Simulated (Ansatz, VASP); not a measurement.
One calculation of CaB6, two programs

```
CELL_PARAMETERS angstrom
4.14773 0.00000 0.00000
0.00000 4.14773 0.00000
0.00000 0.00000 4.14773
ATOMIC_POSITIONS crystal
Ca 0.50000 0.50000 0.50000
B 0.00000 0.00000 0.29821
B 0.00000 0.00000 0.70179
B 0.29821 0.00000 0.00000
B 0.70179 0.00000 0.00000
B 0.00000 0.29821 0.00000
B 0.00000 0.70179 0.00000
```

Alike in both runs: task relaxation of cell and atoms; functional LDA; k mesh 8 × 8 × 8; occupations gaussian, width 0.01 eV; no spin polarisation.

|  | VASP | Ansatz |
| --- | --- | --- |
| version | VASP 6.6.1 | Ansatz 0.2.0 |
| potentials or method | VASP PAW LDA potentials, release 64 (Ca_sv, B), cutoff 600 eV | scalar-relativistic, plane waves, PAW |
| valence electrons in the cell | 28 | 28 |

Ansatz gave:

| Quantity | Value |
| --- | --- |
| gap on the k mesh at the Fermi level, each at its own relaxed structure (eV) | 0.03 |
| relaxed volume (Å³/atom) | 9.77 |
| relaxed length of the cell vector where the two differ most in proportion (Å) | 4.089 |

**Question.** Which values does VASP return?

**Answer.** gap on the k mesh at the Fermi level, each at its own relaxed structure (eV): 0.03; relaxed volume (Å³/atom): 9.78; relaxed length of the cell vector where the two differ most in proportion (Å): 4.091.

LDA's correlation is that of Perdew and Zunger in VASP and of Perdew and Wang (1992) in Ansatz.
